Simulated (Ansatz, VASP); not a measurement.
One calculation of SnSe2, two programs

Contents of INCAR:

```
PREC     = Accurate       # precision mode
ENCUT    = 520            # plane-wave cutoff, eV
EDIFF    = 1E-6           # SCF threshold, eV
ISMEAR   = 0              # smearing method
SIGMA    = 0.05           # smearing width, eV
LREAL    = False          # projectors in reciprocal space
LASPH    = True           # aspherical terms in the spheres
NELM     = 60             # most SCF steps
ALGO     = Normal         # electronic algorithm
ISIF     = 2              # what is computed and relaxed
LWAVE    = False          # write WAVECAR
LCHARG   = False          # write CHGCAR
GGA      = PE             # functional
IVDW     = 12             # dispersion correction
NBANDS   = 20             # bands
```

Contents of KPOINTS:

```
regular mesh
0
Gamma
  12 12 6
```

Contents of POSCAR:

```
SnSe2
1.0
    3.8109987816      0.0000000000      0.0000000000
   -1.9054993908      3.3004217586      0.0000000000
    0.0000000000      0.0000000000      6.1370000000
Sn Se
1 2
Direct
    0.0000000000      0.0000000000      0.0000000000
    0.3186999638      0.6559542967      0.2500000000
    0.6813000362      0.3440457033      0.7500000000
```

Input for Ansatz:

```yaml
crystal:
  lattice:
    - [3.8109987816, 0.0, 0.0]
    - [-1.9054993908, 3.3004217586, 0.0]
    - [0.0, 0.0, 6.137]
  atoms:
    - { symbol: Sn, position: [0.0, 0.0, 0.0] }
    - { symbol: Se, position: [0.3186999638, 0.6559542967, 0.25] }
    - { symbol: Se, position: [0.6813000362, 0.3440457033, 0.75] }
basis:
  ecutwfc: 420
kpoints:
  mp_grid: { grid: [12, 12, 6] }
hamiltonian:
  xc: pbe
  dispersion: d3bj
scf:
  occupations: { method: gaussian, width: 0.05 }
output:
  forces: true
  stress: true
  eigenvalues: true
```

Change from the starting cell: mode 4 (130.9 1/cm) frozen in, largest displacement -0.050 Å.

Alike in both runs: task single point; functional PBE; dispersion D3(BJ); k mesh 12 × 12 × 6; occupations gaussian, width 0.05 eV; no spin polarisation.

|  | VASP | Ansatz |
| --- | --- | --- |
| version | VASP 6.6.1 | Ansatz 0.2.0 |
| potentials or method | VASP PAW PBE potentials, release 64 (Sn_d, Se), cutoff 520 eV | scalar-relativistic, plane waves, PAW |
| valence electrons in the cell | 26 | 46 |

Ansatz gave:

- gap on the k mesh at the Fermi level (eV): 0.63
- least direct gap on the mesh (eV): 1.10
- pressure (GPa): 3.0
- traceless stress, the component that is largest in VASP (GPa): 0.97
- rms of the force components (eV/Å): 0.372

**Question.** Estimate VASP's values.

**Answer.** gap on the k mesh at the Fermi level (eV): 0.62; least direct gap on the mesh (eV): 1.09; pressure (GPa): 3.1; traceless stress, the component that is largest in VASP (GPa): 0.98; rms of the force components (eV/Å): 0.379.

Atom by atom the forces differ by 0.008 eV/Å (rms over components). VASP's potentials hold 26 valence electrons a cell and Ansatz's 46, so a difference there can come from the potentials and not from the codes.
